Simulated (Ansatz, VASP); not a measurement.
# One calculation of Zr3S2, two programs

```xyz
5
Lattice="-1.7496 3.2391 4.1048 1.7496 -3.2391 4.1048 1.7496 3.2391 -4.1048" Properties=species:S:1:pos:R:3 pbc="T T T"
Zr    0.0000    0.0000    5.6974
Zr    0.0000    0.0000    2.5121
Zr    1.7496    0.0000    0.0000
S     0.0000    1.8378    0.0000
S     0.0000    4.6404    0.0000
```

Alike in both runs: functional PBE; k mesh 6 × 6 × 6; occupations gaussian, width 0.1 eV; no spin polarisation.

Ansatz relaxed the structure, and its values are those at the end. VASP's run is a single point on that final structure, the one shown.

|  | VASP | Ansatz |
| --- | --- | --- |
| version | VASP 6.6.1 | Ansatz 0.2.0 |
| potentials or method | VASP PAW PBE potentials, release 64 (Zr_sv, S), cutoff 520 eV | scalar-relativistic, plane waves, PAW |
| valence electrons in the cell | 48 | 48 |

```tsv
	VASP	Ansatz	Ansatz less VASP
gap on the k mesh at the Fermi level (eV)	none	none	-
pressure (GPa)	-0.1	-0.1	-0.04
rms of the force components (eV/Å)	0.007	0.005	-0.0020
```

A gap of «none» marks a metal or a gap that the smearing closes.
